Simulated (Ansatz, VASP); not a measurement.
# Two plane-wave programs on PtSe2

The input POSCAR:

```
PtSe2
1.0
    3.7286503610      0.0000000000      0.0000000000
   -1.8643251805      3.2291059344      0.0000000000
    0.0000000000      0.0000000000      5.2771566319
Pt Se
1 2
Direct
    0.0000000000      0.0000000000      0.0000000000
    0.3333333333      0.6666666667      0.2462188973
    0.6666666667      0.3333333333      0.7537811027
```

INCAR.step1

```
SYSTEM = PtSe2
  ALGO = Normal
  EDIFF = 1E-4
  ENCUT = 520
  GGA = PE
  ISMEAR = -1
  LASPH = .True.
  LCHARG = .False.
  LREAL = .False.
  LWAVE = .True.
  NBANDS = 18
  NELM = 60
  PREC = Accurate
  SIGMA = 0.02
```

The input INCAR.step2:

```
SYSTEM = PtSe2
  ALGO = Normal
  EDIFF = 1E-6
  ENCUT = 520
  ISIF = 2
  ISMEAR = -1
  ISTART = 1
  LASPH = .True.
  LCHARG = .True.
  LELF = .True.
  LMIXTAU = .True.
  LREAL = .False.
  LVHAR = .True.
  LWAVE = .False.
  METAGGA = R2SCAN
  NBANDS = 18
  NELM = 60
  PREC = Accurate
  SIGMA = 0.02
```

The input KPOINTS:

```
k-points
0
Gamma
  12 12 6
  0 0 0
```

Input for Ansatz:

```yaml
crystal:
  lattice:
    - [3.728650361, 0.0, 0.0]
    - [-1.8643251805, 3.2291059344, 0.0]
    - [0.0, 0.0, 5.2771566319]
  atoms:
    - { symbol: Pt, position: [0.0, 0.0, 0.0] }
    - { symbol: Se, position: [0.3333333333, 0.6666666667, 0.2462188973] }
    - { symbol: Se, position: [0.6666666667, 0.3333333333, 0.7537811027] }
kpoints:
  mp_grid: { grid: [12, 12, 6] }
  band_path:
    path:
      - [0.0, 0.0, 0.0]
      - [0.5, 0.0, 0.0]
      - [0.3333333333, 0.3333333333, 0.0]
      - [0.0, 0.0, 0.5]
      - [0.5, 0.0, 0.5]
      - [0.3333333333, 0.3333333333, 0.5]
      - [0.0, 0.25, 0.3333333333]
      - [0.0, 0.283854, 0.294271]
    npoints: 1
hamiltonian:
  xc: r2scan
scf:
  occupations: { method: fermi_dirac, width: 0.02 }
  n_extra_bands: 4
output:
  forces: true
  stress: true
  eigenvalues: true
```

Alike in both runs: task single point; functional r2SCAN; k mesh 12 × 12 × 6; occupations fermi-dirac, width 0.02 eV; no spin polarisation.

```csv
,VASP,Ansatz
version,VASP 6.6.1,Ansatz 0.2.0
potentials or method,"VASP PAW PBE potentials, release 64 (Pt, Se)","plane waves, PAW"
plane-wave cutoff (eV),520,500
valence electrons in the cell,22,50
```

VASP gave:

| Item | Value |
| --- | --- |
| pressure (GPa) | 1.4 |
| rms of the force components (eV/Å) | 0.009 |

Problem. Which values does Ansatz return?

Solution. Pressure (GPa): 1.4; rms of the force components (eV/Å): 0.015.

VASP's potentials were made for PBE, not for r2SCAN. Atom by atom the forces differ by 0.006 eV/Å (rms over components). The functional is the same, so the differences come from potentials, cutoffs and numerics. VASP's potentials hold 22 valence electrons a cell and Ansatz's 50, so a difference there can come from the potentials and not from the codes.

Neither program's run includes spin-orbit coupling.
